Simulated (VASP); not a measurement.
Al: single point with PBE

Crystal: Al.

```
CELL_PARAMETERS angstrom
-1.61753 1.61753 1.61753
1.61753 -1.61753 1.61753
1.61753 1.61753 -1.61753
ATOMIC_POSITIONS crystal
Al 0.00000 0.00000 0.00000
```

This isn't the form of Al at room conditions, which is fcc.

| Quantity | Value |
| --- | --- |
| Program | VASP 6.6.1 |
| Task | single point |
| Functional | PBE |
| Potentials or basis | VASP PAW PBE potentials, release 64 (Al) |
| Cutoff | 520 eV |
| k mesh | 24 × 24 × 24 |
| Occupations | gaussian, width 0.1 eV |
| Spin | no spin polarisation |
| Dipole correction | no |
| k mesh for the DOS | 36 × 36 × 36 |
| Occupations for the DOS | tetrahedron |
| Further INCAR settings | ALGO = Fast; EDIFF = 1e-06 |

* Valence electrons inside the program's atomic spheres: Al 0.77

Levels at points of the mesh, in eV from the Fermi level:
| k point | band 1 | band 2 | band 3 | band 4 | band 5 |
| --- | --- | --- | --- | --- | --- |
| (0.00, 0.00, 0.00) | -10.96 | 13.11 | 13.11 | 13.11 | 14.33 |
| (0.50, 0.00, 0.00) | -4.23 | -3.84 | 7.97 | 8.21 | 9.80 |
| (0.50, 0.50, 0.50) | 1.82 | 1.82 | 1.82 | 3.02 | 3.02 |

Run time: 2.7 min on 1 thread of Intel Xeon 8259CL, with other jobs on the host, peak memory 0.28 GiB.
